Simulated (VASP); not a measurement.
# Cu: single point with PBEsol

The system is Cu.

```xyz
2
Lattice="2.5341 0.0000 0.0000 -1.2670 2.1946 0.0000 0.0000 0.0000 4.1126" Properties=species:S:1:pos:R:3 pbc="T T T"
Cu    0.0000    1.4631    1.0281
Cu    1.2670    0.7315    3.0844
```

```json
{
  "Program": "VASP 6.6.1",
  "Task": "single point",
  "Functional": "PBEsol",
  "Potentials or basis": "VASP PAW PBE potentials, release 64 (Cu)",
  "Cutoff": "600 eV",
  "k mesh": "6 × 6 × 4",
  "Occupations": "gaussian, width 0.1 eV",
  "Spin": "no spin polarisation",
  "Dipole correction": "no",
  "Further INCAR settings": "ALGO = Normal; EDIFF = 1e-06; NBANDS = 18"
}
```

```json
{
 "Pressure": "-0.4 GPa",
 "Band gap on the k mesh": "zero (band 11 reaches 11.87 eV, above the bottom of band 12 at 5.81 eV)"
}
```

Stress tensor (GPa, compression positive):
```
 0.24  0.00  0.00
 0.00  0.24  0.00
 0.00  0.00 -1.60
```

Levels at points of the mesh, in eV from the Fermi level:
```tsv
k point	band 8	band 9	band 10	band 11	band 12	band 13	band 14	band 15
(0.00, 0.00, 0.00)	-2.45	-2.45	-1.64	-1.64	-0.96	4.11	21.63	22.16
(0.50, 0.00, 0.00)	-1.55	-1.49	-1.45	0.09	1.70	8.02	8.44	11.00
(0.00, 0.00, 0.50)	-3.00	-1.88	-1.88	-1.88	-1.88	12.97	12.97	22.34
(0.50, 0.00, 0.50)	-1.84	-1.49	-1.49	0.54	0.54	5.09	5.09	16.44
```

It took 8.9 s on 1 thread of AMD EPYC 7R43 64-Core Processor (Zen 3), on a shared host, peak memory 0.11 GiB.

Caveat: the k points lie up to 0.48 Å⁻¹ apart; the PAW data sets were made with another functional, which shifts forces and pressure a little.
